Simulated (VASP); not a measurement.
Crystal: P.

```
CELL_PARAMETERS angstrom
2.44454 0.00000 0.00000
0.00000 2.44454 0.00000
0.00000 0.00000 2.44432
ATOMIC_POSITIONS crystal
P 0.00000 0.00000 0.00000
```

Base run:

| Property | Result |
| --- | --- |
| Program | VASP 6.6.1 |
| Functional | PBE |
| Potentials or basis | VASP PAW PBE potentials, release 64 (P) |
| Cutoff | 520 eV |
| k mesh | 22 × 22 × 22 |
| Occupations | gaussian, width 0.1 eV |
| Spin | no spin polarisation |

Its results: pressure -0.3 GPa.

**Question.** The run is repeated on the same cell with these changes: functional from PBE to r2SCAN; further incar settings from ALGO = Normal; EDIFF = 1e-07; NBANDS = 8 to ALGO = Normal; EDIFF = 1e-06; NBANDS = 8. What comes out?

**Answer.** Pressure -1.7 GPa.

Caveats: the PAW data sets were made with another functional, which shifts forces and pressure a little (some runs).
